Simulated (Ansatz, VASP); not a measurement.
## GaAs: VASP beside Ansatz

The input INCAR:

```
PREC = Accurate ; ENCUT = 500
EDIFF = 1E-6 ; ISMEAR = 0
SIGMA = 0.03 ; LREAL = F
LASPH = T ; NELM = 120
ALGO = Normal ; ISIF = 2
LWAVE = F ; LCHARG = T
GGA = PE ; LELF = T
LVHAR = T ; NBANDS = 16
GGA_COMPAT = F
```

The input KPOINTS:

```
Automatic mesh
0
Gamma
  10 10 10
```

The input POSCAR:

```
GaAs
1.0
    0.0000000000      2.8726922674      2.7290576540
    2.8726922674      0.0000000000      2.7290576540
    2.8726922674      2.8726922674      0.0000000000
Ga As
1 1
Direct
    0.0000000000      0.0000000000      0.0000000000
    0.7500000000      0.7500000000      0.7500000000
```

Input for Ansatz:

```yaml
crystal:
  lattice:
    - [0.0, 2.8726922674, 2.729057654]
    - [2.8726922674, 0.0, 2.729057654]
    - [2.8726922674, 2.8726922674, 0.0]
  atoms:
    - { symbol: Ga, position: [0.0, 0.0, 0.0] }
    - { symbol: As, position: [0.75, 0.75, 0.75] }
basis:
  ecutwfc: 420
kpoints:
  mp_grid: { grid: [10, 10, 10] }
hamiltonian:
  xc: pbe
scf:
  occupations: { method: gaussian, width: 0.03 }
output:
  forces: true
  stress: true
  eigenvalues: true
```

Change from the starting cell: strain +0.000 along x and y, -0.050 along z, atoms carried along.

Alike in both runs: task single point; functional PBE; k mesh 10 × 10 × 10; occupations gaussian, width 0.03 eV; no spin polarisation.

```csv
,VASP,Ansatz
version,VASP 6.6.1,Ansatz 0.2.0
potentials or method,"VASP PAW PBE potentials, release 64 (Ga_d, As), cutoff 500 eV","scalar-relativistic, plane waves, PAW"
valence electrons in the cell,18,28
```

Ansatz gave:

| Quantity | Value |
| --- | --- |
| gap on the k mesh at the Fermi level (eV) | 0.34 |
| least direct gap on the mesh (eV) | 0.34 |
| pressure (GPa) | 3.5 |
| traceless stress, the component that is largest in VASP (GPa) | 1.81 |

Estimate VASP's values.

gap on the k mesh at the Fermi level (eV): 0.34; least direct gap on the mesh (eV): 0.34; pressure (GPa): 3.6; traceless stress, the component that is largest in VASP (GPa): 1.80.

VASP's potentials hold 18 valence electrons a cell and Ansatz's 28, so a difference there can come from the potentials and not from the codes.
